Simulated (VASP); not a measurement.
Eu, 1 atom in the cell. The structure is cubic, space group Im-3m (No. 229). The conventional cell has a = 4.109 Å, b = 4.109 Å, c = 4.109 Å, α = 90.00°, β = 90.00°, γ = 90.00°. Eu (site symmetry m-3m) has 14 Eu at 3.56 to 4.11 Å within 4.7 Å. 

- Program: VASP 6.6.1
- Task: single point
- Functional: LDA
- Potentials or basis: VASP PAW PBE potentials, release 64 (Eu)
- Cutoff: 520 eV
- k mesh: 14 × 14 × 14
- Occupations: fermi-dirac, width 0.05 eV
- Spin: collinear spin, ferromagnetic start
- Starting moments: [6.925] μB
- Dipole correction: no
- Further INCAR settings: ALGO = Normal; EDIFF = 1e-06; NBANDS = 18

Potentials or basis: VASP PAW PBE potentials, release 64 (Eu).

The run is started by

```sh
$ cat potpaw_PBE.64/Eu/POTCAR > POTCAR
$ mpirun -np 1 vasp_std > vasp.out
```

Hardware: 1 thread of Intel(R) Xeon(R) Platinum 8488C (Sapphire Rapids), with other jobs on the host.

How long does it take, and how much memory?

Wall time 95 s on 1 thread of Intel(R) Xeon(R) Platinum 8488C (Sapphire Rapids) (shared host), peak memory 0.24 GiB. Counts: scf iterations 17, k points 104.
